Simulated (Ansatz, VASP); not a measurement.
**CsEu3: VASP beside Ansatz**

The input INCAR:

```
PREC = Accurate
ENCUT = 520
EDIFF = 1E-6
ISMEAR = -1
SIGMA = 0.1
LREAL = F
LASPH = T
NELM = 150
ALGO = Normal
ISIF = 2
LWAVE = F
LCHARG = T
ISPIN = 2
MAGMOM = 0 9.1 9.1 9.1
LORBIT = 11
LMAXMIX = 6
GGA = PE
LELF = T
LVHAR = T
NBANDS = 42
```

Contents of KPOINTS:

```
Automatic mesh
0
Gamma
  4 4 4
```

POSCAR

```
CsEu3
1.0
    0.0000000000      4.8467185522      4.8467185522
    4.8467185522      0.0000000000      4.8467185522
    4.8467185522      4.8467185522      0.0000000000
Cs Eu
1 3
Direct
    0.0000000000      0.0000000000      0.0000000000
    0.2500000000      0.2500000000      0.2500000000
    0.7500000000      0.7500000000      0.7500000000
    0.5000000000      0.5000000000      0.5000000000
```

Input for Ansatz:

```yaml
crystal:
  lattice:
    - [0.0, 4.846718552155047, 4.846718552155047]
    - [4.846718552155047, 0.0, 4.846718552155047]
    - [4.846718552155047, 4.846718552155047, 0.0]
  atoms:
    - { symbol: Cs, position: [0.0, 0.0, 0.0] }
    - { symbol: Eu, position: [0.25, 0.25, 0.25], spin: 9.1 }
    - { symbol: Eu, position: [0.75, 0.75, 0.75], spin: 9.1 }
    - { symbol: Eu, position: [0.5, 0.5, 0.5], spin: 9.1 }
basis:
  ecutwfc: 421.77648681281397
kpoints:
  mp_grid:
    grid: [4, 4, 4]
hamiltonian:
  xc: pbe
  pseudopotentials:
    kind: paw
magnetization:
  spin_polarized: true
scf:
  occupations:
    method: fermi_dirac
    width: 0.1
output:
  stress: true
```

Alike in both runs: task single point; functional PBE; k mesh 4 × 4 × 4; occupations fermi-dirac, width 0.1 eV; collinear spin.

|  | VASP | Ansatz |
| --- | --- | --- |
| version | VASP 6.6.1 | Ansatz 0.2.0 |
| potentials or method | VASP PAW PBE potentials, release 64 (Cs_sv, Eu), cutoff 520 eV | plane waves, PAW |
| valence electrons in the cell | 60 | 60 |

```csv
,VASP,Ansatz,Ansatz less VASP
pressure (GPa),-0.6,-0.5,+0.09
net moment per atom (μB),5.59,5.64,+0.048
size of the moment on the site where the two differ most (μB),6.72,7.17,+0.445
```

Site moments also hang on the region over which each program counts them. Ansatz's warnings: given moment on shells.

Spin-orbit coupling is off throughout. Noted on VASP's run: too few bands were computed for a metal, which touches its energy and stress.
